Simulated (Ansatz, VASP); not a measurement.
**One calculation of CuAs, two programs**

```
CELL_PARAMETERS angstrom
4.04430 0.00000 0.00000
-2.02215 3.50247 0.00000
0.00000 0.00000 4.72850
ATOMIC_POSITIONS crystal
Cu 0.00000 0.00000 0.50000
Cu 0.00000 0.00000 0.00000
As 0.66667 0.33333 0.75000
As 0.33333 0.66667 0.25000
```

Alike in both runs: task single point; functional LDA; k mesh 12 × 12 × 8; occupations gaussian, width 0.15 eV; no spin polarisation.

|  | VASP | Ansatz |
| --- | --- | --- |
| version | VASP 6.6.1 | Ansatz 0.2.0 |
| potentials or method | VASP PAW LDA potentials, release 64 (Cu, As), cutoff 520 eV | scalar-relativistic, plane waves, PAW |
| valence electrons in the cell | 32 | 68 |

Ansatz gave:

- gap on the k mesh at the Fermi level (eV): none
- pressure (GPa): -10.1
- traceless stress, the component that is largest in VASP (GPa): 7.26

Question: Which values does VASP return?

Answer: gap on the k mesh at the Fermi level (eV): none; pressure (GPa): -9.7; traceless stress, the component that is largest in VASP (GPa): 7.29.

LDA's correlation is that of Perdew and Zunger in VASP and of Perdew and Wang (1992) in Ansatz. A gap of «none» marks a metal or a gap that the smearing closes. VASP's potentials hold 32 valence electrons a cell and Ansatz's 68, so a difference there can come from the potentials and not from the codes.
